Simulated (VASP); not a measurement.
Input of a VASP 6.6.1 run:

POSCAR

```
VWC2
1.0
    1.5170411163      0.8758640969      4.9338931930
   -1.5170411163      0.8758640969      4.9338931930
    0.0000000000     -1.7517281937      4.9338931930
W V C
1 1 2
Direct
    0.0000000000      0.0000000000      0.0000000000
    0.5000000000      0.5000000000      0.5000000000
    0.2464940000      0.2464940000      0.2464940000
    0.7535060000      0.7535060000      0.7535060000
```

Contents of INCAR.step1:

```
ALGO = Normal
EDIFF = 1E-4
ENCUT = 520
GGA = PE
ISMEAR = -1
ISPIN = 2
LASPH = T
LCHARG = F
LMAXMIX = 4
LREAL = F
LWAVE = T
MAGMOM = 0 2 0 0
NBANDS = 30
NELM = 150
PREC = Accurate
SIGMA = 0.05
```

File INCAR.step2:

```
ALGO = Normal
EDIFF = 1E-6
ENCUT = 520
ISIF = 2
ISMEAR = -1
ISPIN = 2
ISTART = 1
LASPH = T
LCHARG = F
LMAXMIX = 4
LMIXTAU = T
LORBIT = 11
LREAL = F
LWAVE = F
MAGMOM = 0 2 0 0
METAGGA = R2SCAN
NBANDS = 30
NELM = 150
PREC = Accurate
SIGMA = 0.05
```

The input KPOINTS:

```
k-points
0
Gamma
  10 10 10
```

Potentials or basis: VASP PAW PBE potentials, release 64 (W_sv, V_sv, C).

Command:

```console
$ cat potpaw_PBE.64/W_sv/POTCAR potpaw_PBE.64/V_sv/POTCAR potpaw_PBE.64/C/POTCAR > POTCAR
$ cp INCAR.step1 INCAR
$ mpirun -np 1 vasp_std > vasp.out
$ cp INCAR.step2 INCAR
$ mpirun -np 1 vasp_std > vasp.out
```

Q: Predict the pressure.

A: -4.0 GPa.

Q: Predict the net moment.

A: -0.01 μB per cell.

Q: Predict the largest force.

A: 0.150 eV/Å.

Stress tensor (GPa, compression positive):
```
-4.04  0.00  0.00
 0.00 -4.04  0.00
 0.00  0.00 -3.89
```

Caveat: the cell stands under tension; the moments typed at the start vanished in this run; the PAW data sets were made with another functional, which shifts forces and pressure a little.
